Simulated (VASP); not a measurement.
# Si (I4_1/amd) in VASP: a series of runs

Runs on Si. Level: PBE. Tasks: single point, relaxation of cell and atoms.

Everything below comes from runs of VASP 6.6.1. Logs are shortened: lines on timing, memory, paths and dates and some standing lists are left out, and cuts for length are marked.

### 1 The cell of the first run

The structure is tetragonal, space group I4_1/amd (No. 141). The conventional cell has a = 5.888 Å, b = 5.888 Å, c = 4.077 Å, α = 90.00°, β = 90.00°, γ = 90.00°. Si (site symmetry -4m2) has 4 Si at 2.12 Å within 2.8 Å. Si (site symmetry 2/m) has 6 Si at 2.12 to 2.32 Å within 2.8 Å.

The cell was generated, and may not be a known phase.

### 2 Single point, PBE

INCAR

```
PREC     = Accurate       # precision mode
ENCUT    = 520            # plane-wave cutoff, eV
EDIFF    = 1E-6           # SCF threshold, eV
ISMEAR   = 0              # smearing method
SIGMA    = 0.1            # smearing width, eV
LREAL    = F              # projectors in reciprocal space
LASPH    = T              # aspherical terms in the spheres
NELM     = 80             # most SCF steps
ALGO     = Normal         # electronic algorithm
ISIF     = 2              # what is computed and relaxed
LWAVE    = F              # write WAVECAR
LCHARG   = F              # write CHGCAR
GGA      = PE             # functional
NBANDS   = 21             # bands
```

KPOINTS

```
regular mesh
0
Gamma
  6 6 6
```

POSCAR

```
Si
1.0
   -2.9438631900      2.9438631900      2.0384500700
    2.9438631900     -2.9438631900      2.0384500700
    2.9438631900      2.9438631900     -2.0384500700
Si
6
Direct
    0.0000000000      0.0000000000      0.0000000000
    0.7500000000      0.2500000000      0.5000000000
    0.3750000000      0.6250000000      0.7500000000
    0.3750000000      0.1250000000      0.7500000000
    0.3750000000      0.6250000000      0.2500000000
    0.8750000000      0.6250000000      0.2500000000
```

Potentials or basis: VASP PAW PBE potentials, release 64 (Si).

The run is started by

```bash
> cat potpaw_PBE.64/Si/POTCAR > POTCAR
> mpirun -np 1 vasp_std > vasp.out
```

OUTCAR:

```text
PREC = Accurate
   ENCUT = 520
   EDIFF = 1E-6
   ISMEAR = 0
   LREAL = F
   LASPH = T
   NELM = 80
   ISIF = 2
   GGA = PE

 ion  position               nearest neighbor table
   1  0.000  0.000  0.000-   5 2.12   4 2.12   6 2.12   3 2.12   3 2.94   5 2.94   6 2.94   4 2.94
                             2 3.12   2 3.12   2 3.12   2 3.12
   2  0.750  0.250  0.500-   3 2.12   4 2.12   6 2.12   5 2.12   3 2.94   5 2.94   4 2.94   6 2.94
                             1 3.12   1 3.12   1 3.12   1 3.12
   3  0.375  0.625  0.750-   1 2.12   2 2.12   5 2.32   5 2.32   4 2.32   4 2.32   2 2.94   1 2.94
                             6 2.94   6 2.94
   4  0.375  0.125  0.750-   1 2.12   2 2.12   3 2.32   6 2.32   3 2.32   6 2.32   2 2.94   1 2.94
                             5 2.94   5 2.94
   5  0.375  0.625  0.250-   2 2.12   1 2.12   6 2.32   3 2.32   3 2.32   6 2.32   2 2.94   1 2.94
                             4 2.94   4 2.94
   6  0.875  0.625  0.250-   1 2.12   2 2.12   4 2.32   5 2.32   5 2.32   4 2.32   1 2.94   2 2.94
                             3 2.94   3 2.94

  LATTYP: Found a body centered tetragonal cell.
 ALAT       =     5.8877263800
 C/A-ratio  =     0.6924404901

  Lattice vectors:

 A1 = (  -2.9438631900,   2.9438631900,   2.0384500700)
 A2 = (   2.9438631900,  -2.9438631900,   2.0384500700)
 A3 = (   2.9438631900,   2.9438631900,  -2.0384500700)

Analysis of symmetry for initial positions (statically):
=====================================================================
 Subroutine PRICEL returns:
 Original cell was already a primitive cell.

 Routine SETGRP: Setting up the symmetry group for a
 body centered tetragonal supercell.

 Subroutine GETGRP returns: Found 16 space group operations
 (whereof  8 operations were pure point group operations)
 out of a pool of 16 trial point group operations.

The static configuration has the point symmetry D_2d.
 The point group associated with its full space group is D_4h.

Analysis of symmetry for dynamics (positions and initial velocities):
=====================================================================
 Subroutine PRICEL returns:
 Original cell was already a primitive cell.

 Routine SETGRP: Setting up the symmetry group for a
 body centered tetragonal supercell.

 Subroutine GETGRP returns: Found 16 space group operations
 (whereof  8 operations were pure point group operations)
 out of a pool of 16 trial point group operations.

The dynamic configuration has the point symmetry D_2d.
 The point group associated with its full space group is D_4h.

 Subroutine INISYM returns: Found 16 space group operations
 (whereof  8 operations are pure point group operations),
 and found     1 'primitive' translations

----------------------------------------------------------------------------------------

                                     Primitive cell

  volume of cell :      70.6635

  direct lattice vectors                    reciprocal lattice vectors
    -2.943863190  2.943863190  2.038450070     0.000000000  0.169844849  0.245284399
     2.943863190 -2.943863190  2.038450070     0.169844849  0.000000000  0.245284399
     2.943863190  2.943863190 -2.038450070     0.169844849  0.169844849  0.000000000

  length of vectors
     4.635508564  4.635508564  4.635508564     0.298348302  0.298348302  0.240196889

  position of ions in fractional coordinates (direct lattice)
     0.000000000  0.000000000  0.000000000
     0.750000000  0.250000000  0.500000000
     0.375000000  0.625000000  0.750000000
     0.375000000  0.125000000  0.750000000
     0.375000000  0.625000000  0.250000000
     0.875000000  0.625000000  0.250000000

  ion indices of the primitive-cell ions
   primitive index   ion index
                 1           1
                 2           2
                 3           3
                 4           4
                 5           5
                 6           6

----------------------------------------------------------------------------------------

 KPOINTS: regular mesh

Automatic generation of k-mesh.
 Grid dimensions read from file:
 generate k-points for:    6    6    6

 Generating k-lattice:

  Cartesian coordinates                     Fractional coordinates (reciprocal lattice)
     0.000000000  0.028307475  0.040880733     0.166666667 -0.000000000  0.000000000
     0.028307475  0.000000000  0.040880733    -0.000000000  0.166666667  0.000000000
     0.028307475  0.028307475  0.000000000     0.000000000  0.000000000  0.166666667

  Length of vectors
     0.049724717  0.049724717  0.040032815

  Shift w.r.t. Gamma in fractional coordinates (k-lattice)
     0.000000000  0.000000000  0.000000000

 Subroutine IBZKPT returns following result:
 ===========================================

 Found     30 irreducible k-points:

 Following reciprocal coordinates:
            Coordinates               Weight
  0.000000  0.000000  0.000000      1.000000
  0.166667  0.000000 -0.000000      8.000000
  0.333333  0.000000 -0.000000      8.000000
  0.500000  0.000000  0.000000      4.000000
  0.166667  0.166667 -0.000000      8.000000
  0.333333  0.166667 -0.000000     16.000000
[... 16 lines left out ...]
 -0.333333 -0.333333  0.166667      8.000000
 -0.166667 -0.333333  0.166667      8.000000
 [... further k-points ...]
   k-points           NKPTS =     30   k-points in BZ     NKDIM =     30   number of bands    NBANDS=     21
   number of dos      NEDOS =    301   number of ions     NIONS =      6
   total plane-waves  NPLWV =  46656
   dimension x,y,z NGX =    36 NGY =   36 NGZ =   36
   dimension x,y,z NGXF=    72 NGYF=   72 NGZF=   72
   ions per type =               6
   NGX,Y,Z   is equivalent  to a cutoff of  12.91, 12.91, 12.91 a.u.
   NGXF,Y,Z  is equivalent  to a cutoff of  25.82, 25.82, 25.82 a.u.
 SYSTEM =  unknown system
   PREC   = accura    normal or accurate (medium, high low for compatibility)
   ISTART =      0    job   : 0-new  1-cont  2-samecut
   ICHARG =      2    charge: 1-file 2-atom 10-const
   ISPIN  =      1    spin polarized calculation?
   LNONCOLLINEAR =      F non collinear calculations
   LSORBIT =      F    spin-orbit coupling
   LASPH  =      T    aspherical Exc in radial PAW
   ENCUT  =  520.0 eV  38.22 Ry    6.18 a.u.   8.62  8.62  8.62*2*pi/ulx,y,z
   NELM   =     80;   NELMIN=  2; NELMDL= -5     # of ELM steps
   EDIFF  = 0.1E-05   stopping-criterion for ELM
   LREAL  =      F    real-space projection
[... 7 lines left out ...]
   TEBEG  =    0.0;   TEEND  =   0.0 temperature during run
   PSTRESS=    0.0 pullay stress
   NELECT =      24.0000    total number of electrons
   NUPDOWN=      -1.0000    fix difference up-down
   EMIN   =  10.00;   EMAX   =-10.00  energy-range for DOS
   EFERMI =   0.00;   METHOD = LEGACY
   ISMEAR =     0;   SIGMA  =   0.10  broadening in eV -4-tet -1-fermi 0-gaus
   EFERMI_NEDOS =   21; number of points for ismear=-14 and -15
   IALGO  =     38    algorithm
   IMIX   =      4    mixing-type and parameters
     AMIX     =   0.40;   BMIX     =  1.00
     AMIX_MAG =   1.60;   BMIX_MAG =  1.00
  volume/ion in A,a.u.               =      11.78        79.48
  Fermi-wavevector in a.u.,A,eV,Ry     =   1.142212  2.158468 17.750824  1.304649
  Thomas-Fermi vector in A             =   2.278911
   LORBIT       =      0    0 simple, 1 ext, 2 COOP (PROOUT), +10 PAW based schemes
   GGA     = PE    functional components
   LHFCALC =     F    Hartree Fock is set to
   AEXX    =    0.0000 exact exchange contribution
   IVDW    =     0    specifies the selected vdW correction
   LEPSILON=     F    determine dielectric tensor
   LRPA    =     F    only Hartree local field effects (RPA)
 non-spin polarized calculation
 Gauss-broadening in eV      SIGMA  =   0.10
  energy-cutoff  :      520.00
  volume of cell :       70.66
 maximum number of plane-waves:      1943
 NGX is ok and might be reduce to    36
   NGX = 17   NGY = 17   NGZ = 17

 number of electron      23.9999997 magnetization

 Free energy of the ion-electron system (eV)
  ---------------------------------------------------
  ext. energy  EPLUGINS =         0.00000000
  ---------------------------------------------------
  free energy    TOTEN  =       -24.49963017 eV

  energy without entropy =      -24.48595707  energy(sigma->0) =      -24.49279362

 E-fermi :  12.4687     XC(G=0): -11.8872

 val. band max:       12.4635714982   @ k =   0.1667   0.1667   0.1667
 cond. band min:      12.4954582246   @ k =   0.1667   0.1667   0.1667
 fundamental gap:      0.0318867264
 Fermi energy:        12.4686615464

 k-point     1 :       0.0000    0.0000    0.0000
  band No.  band energies     occupation
      1      -3.7320      2.00000
      2       2.7308      2.00000
      3       4.4260      2.00000
      4       4.4260      2.00000
      5       6.3064      2.00000
      6       6.6367      2.00000
[... 13 lines left out ...]
     20      22.0737      0.00000
     21      22.1970      0.00000

 k-point     2 :       0.1667    0.0000   -0.0000
  band No.  band energies     occupation
      1      -3.3839      2.00000
      2       2.3251      2.00000
      3       4.0619      2.00000
      4       4.7055      2.00000
      5       5.3248      2.00000
      6       5.5289      2.00000
[... 13 lines left out ...]
     20      20.2630      0.00000
     21      22.1222      0.00000

 k-point     3 :       0.3333    0.0000   -0.0000
  band No.  band energies     occupation
      1      -2.3542      2.00000
      2       1.5731      2.00000
      3       2.4630      2.00000
      4       3.7367      2.00000
      5       3.7975      2.00000
      6       5.6932      2.00000
[... 13 lines left out ...]
     20      18.3265      0.00000
     21      20.5122      0.00000
[... 457 lines left out ...]
 k-point    23 :      -0.3333   -0.3333    0.1667
  band No.  band energies     occupation
      1      -0.4373      2.00000
      2      -0.0279      2.00000
      3       0.7618      2.00000
      4       3.1701      2.00000
      5       3.2194      2.00000
      6       5.2474      2.00000
[... 13 lines left out ...]
     20      19.3378      0.00000
     21      19.5672      0.00000

 k-point    24 :      -0.1667   -0.3333    0.1667
  band No.  band energies     occupation
      1      -1.5546      2.00000
      2       1.0893      2.00000
      3       1.8388      2.00000
      4       3.4208      2.00000
      5       4.0234      2.00000
      6       4.4227      2.00000
[... 13 lines left out ...]
     20      18.7020      0.00000
     21      19.5700      0.00000

 [... further k-points ...]

------------------------ aborting loop because EDIFF is reached ----------------------------------------

  FORCE on cell =-STRESS in cart. coord.  units (eV):
  Direction    XX          YY          ZZ          XY          YZ          ZX
  --------------------------------------------------------------------------------------
  -------------------------------------------------------------------------------------
  Total       32.6987023     32.6987023     35.0098367      0.0000000     -0.0000000      0.0000000
  in kB      741.3883957    741.3883957    793.7895020      0.0000000     -0.0000000      0.0000000
  external PRESSURE =     758.8554312 kB  Pullay stress =       0.0000000 kB

 VOLUME and BASIS-vectors are now :
 -----------------------------------------------------------------------------
  energy-cutoff  :      520.00
  volume of cell :       70.66
      direct lattice vectors                 reciprocal lattice vectors
    -2.943863190  2.943863190  2.038450070     0.000000000  0.169844849  0.245284399
     2.943863190 -2.943863190  2.038450070     0.169844849  0.000000000  0.245284399
     2.943863190  2.943863190 -2.038450070     0.169844849  0.169844849  0.000000000

 POSITION                                       TOTAL-FORCE (eV/Angst)
 -----------------------------------------------------------------------------------
      0.00000      0.00000      0.00000         0.000000     -0.000000      0.000000
      0.00000      2.94386      1.01923         0.000000     -0.000000     -0.000000
      2.94386      1.47193      0.50961        -0.000000      0.000000      0.000000
      1.47193      2.94386     -0.50961        -0.000000      0.000000      0.000000
      1.47193      0.00000      1.52884        -0.000000      0.000000      0.000000
      0.00000      1.47193      2.54806        -0.000000      0.000000      0.000000
 -----------------------------------------------------------------------------------
    total drift:                               -0.000000      0.000000      0.000000

  FREE ENERGIE OF THE ION-ELECTRON SYSTEM (eV)
  ---------------------------------------------------
  free  energy   TOTEN  =       -24.4996301750 eV

  energy  without entropy=      -24.4859570711  energy(sigma->0) =      -24.49279362
```

Run time: 26 s. Hardware: 1 thread of Intel Xeon 6975P-C (Granite Rapids), shared host; peak memory 0.2 GiB.

Results:

```
Free energy            : -24.4996 eV
Pressure               : 75.9 GPa
Band gap on the k mesh : zero (bands 12 and 13 overlap by 3.05 eV)
```

Stress tensor (GPa, compression positive):
```
74.14  0.00  0.00
 0.00 74.14  0.00
 0.00  0.00 79.38
```

Caveat: the stress differs along the axes, from 74 to 79 GPa.

### 3 Single point, PBE

This run uses another cell than the first one, of 17.20 Å³/atom.

INCAR

```
SYSTEM = Si
PREC     = Accurate       ! precision mode
ENCUT    = 520            ! plane-wave cutoff, eV
EDIFF    = 1E-6           ! SCF threshold, eV
ISMEAR   = 0              ! smearing method
SIGMA    = 0.1            ! smearing width, eV
LREAL    = .False.        ! projectors in reciprocal space
LASPH    = .True.         ! aspherical terms in the spheres
NELM     = 100            ! most SCF steps
ALGO     = Normal         ! electronic algorithm
ISIF     = 2              ! what is computed and relaxed
LWAVE    = .False.        ! write WAVECAR
LCHARG   = .False.        ! write CHGCAR
GGA      = PE             ! functional
NBANDS   = 21             ! bands
```

KPOINTS

```
Automatic mesh
0
Gamma
  6 6 6
  0 0 0
```

Edit POSCAR of step 2 so:

```diff
@@ -2,5 +2,5 @@
 1.0
-   -2.9438631900      2.9438631900      2.0384500700
-    2.9438631900     -2.9438631900      2.0384500700
-    2.9438631900      2.9438631900     -2.0384500700
+   -3.4420983603      3.4420983603      2.1774567950
+    3.4420983603     -3.4420983603      2.1774567950
+    3.4420983603      3.4420983603     -2.1774567950
 Si
```

Potentials or basis: VASP PAW PBE potentials, release 64 (Si).

The run is started by

```bash
> cat potpaw_PBE.64/Si/POTCAR > POTCAR
> mpirun -np 1 vasp_std > vasp.out
```

Wall time 29 s (1 thread of Intel Xeon 6975P-C (Granite Rapids), shared host); peak memory 0.23 GiB.

It converged, with:

* Free energy: -30.1225 eV
* Pressure: 0.0 GPa
* Band gap on the k mesh: zero (bands 12 and 13 overlap by 2.62 eV)

Levels at points of the mesh, in eV from the Fermi level:
```
           k point  band 8  band 9  band 10  band 11  band 12  band 13  band 14  band 15  band 16  band 17
(0.00, 0.00, 0.00)   -3.35   -3.02    -2.23    -2.23    -2.04    -2.04    -0.10    -0.10     0.77     1.84
(0.50, 0.00, 0.00)   -4.16   -2.67    -1.40    -1.33    -0.05     0.43     1.41     2.39     2.44     4.27
(0.50, 0.50, 0.00)   -4.05   -3.63    -3.63     0.14     0.14     1.18     1.18     1.66     1.66     2.82
(0.50, 0.50, 0.50)   -1.42   -1.30    -1.30     0.58     0.58     0.86     0.86     1.77     1.77     2.43
```

### 4 Relaxation of cell and atoms, PBE

INCAR

```
ALGO = Normal
EDIFF = 1E-6
EDIFFG = -0.04
ENCUT = 600
GGA = PE
IBRION = 2
ISIF = 3
ISMEAR = 0
LASPH = T
LCHARG = F
LREAL = F
LWAVE = F
NELM = 100
NSW = 90
PREC = Accurate
SIGMA = 0.1
```

KPOINTS

```
k-points
0
Gamma
  6 6 6
```

Edit POSCAR of step 3 so:

```diff
@@ -2,5 +2,5 @@
 1.0
-   -3.4420983603      3.4420983603      2.1774567950
-    3.4420983603     -3.4420983603      2.1774567950
-    3.4420983603      3.4420983603     -2.1774567950
+   -2.9438631900      2.9438631900      2.0384500700
+    2.9438631900     -2.9438631900      2.0384500700
+    2.9438631900      2.9438631900     -2.0384500700
 Si
```

The run is started by

```bash
> cat potpaw_PBE.64/Si/POTCAR > POTCAR
> mpirun -np 1 vasp_std > vasp.out
```

Wall time 2.6 min (1 thread of Intel Xeon 6975P-C (Granite Rapids), shared host); peak memory 0.24 GiB.

It converged, with:

| Quantity | Value |
| --- | --- |
| Free energy | -30.1190 eV |
| Relaxed volume | 17.25 Å³/atom |
| Relaxed cell | a = 5.339 Å, b = 5.339 Å, c = 5.339 Å, α = 99.59°, β = 99.59°, γ = 131.81° |
| Space group after relaxing (to 0.1 Å) | I4_1/amd (No. 141) |
| Energy gained by relaxing | 936.5 meV/atom |
| Ionic steps | 10 |
| Pressure after relaxing | -0.3 GPa |
| Band gap on the k mesh | zero (bands 12 and 13 overlap by 2.62 eV) |

The path:
```csv
step,energy change (eV),largest force (eV/Å),pressure (GPa),volume (Å³)
1,0.0000,0.0000,75.90,70.66
2,-2.8165,0.0000,-14.17,144.44
3,-5.4529,0.0000,-0.90,103.31
4,-5.4559,0.0000,-0.26,102.57
5,-5.4559,0.0000,0.41,101.86
6,-5.5271,0.0000,0.33,102.18
7,-5.6136,0.0000,0.41,102.84
8,-5.6188,0.0000,0.35,102.74
9,-5.6190,0.0000,0.35,102.77
10,-5.6190,0.0000,-0.33,103.52
```

Final structure:
```
Si
1.0
    -3.44599    3.44599    2.17948
     3.44599   -3.44599    2.17948
     3.44599    3.44599   -2.17948
Si
6
Direct
  0.00000 0.00000 0.00000
  0.75000 0.25000 0.50000
  0.37500 0.62500 0.75000
  0.37500 0.12500 0.75000
  0.37500 0.62500 0.25000
  0.87500 0.62500 0.25000
```

Levels at points of the mesh, in eV from the Fermi level:
| k point | band 9 | band 10 | band 11 | band 12 | band 13 | band 14 | band 15 | band 16 |
| --- | --- | --- | --- | --- | --- | --- | --- | --- |
| (0.00, 0.00, 0.00) | -3.03 | -2.22 | -2.22 | -2.04 | -2.04 | -0.09 | -0.09 | 0.77 |
| (0.50, 0.00, 0.00) | -2.66 | -1.40 | -1.33 | -0.05 | 0.43 | 1.41 | 2.37 | 2.44 |
| (0.50, 0.50, 0.00) | -3.62 | -3.62 | 0.14 | 0.14 | 1.18 | 1.18 | 1.65 | 1.65 |
| (0.50, 0.50, 0.50) | -1.30 | -1.30 | 0.58 | 0.58 | 0.86 | 0.86 | 1.76 | 1.76 |

Caveat: the volume moved by over 15 % at a fixed basis, so the end points are rough.

### 5 Summary

| task | cell | cutoff (eV) | gap on the mesh (eV) | pressure (GPa) |
| --- | --- | --- | --- | --- |
| single point | a = 4.636 Å, angles 101.1, 101.1, 127.8°, 6 atoms | 520 | none | 75.9 |
| single point | a = 5.333 Å, angles 99.6, 99.6, 131.8°, 6 atoms | 520 | none | 0.0 |
| relaxation of cell and atoms | relaxed from a = 4.636 Å, angles 101.1, 101.1, 127.8°, 6 atoms | 600 | none | -0.3 |

Alike in all rows: level PBE; potentials or basis VASP PAW PBE potentials, release 64 (Si); no spin polarisation; k mesh 6 × 6 × 6; smearing gaussian 0.1 eV.

Caveats: the stress differs along the axes, from 74 to 79 GPa (at least some runs); the volume moved by over 15 % at a fixed basis, so the end points are rough (at least some runs).

Absolute energies hang on the potentials; compare differences alone.

The gap in the log of VASP goes by the Fermi energy; the results here count the filled bands.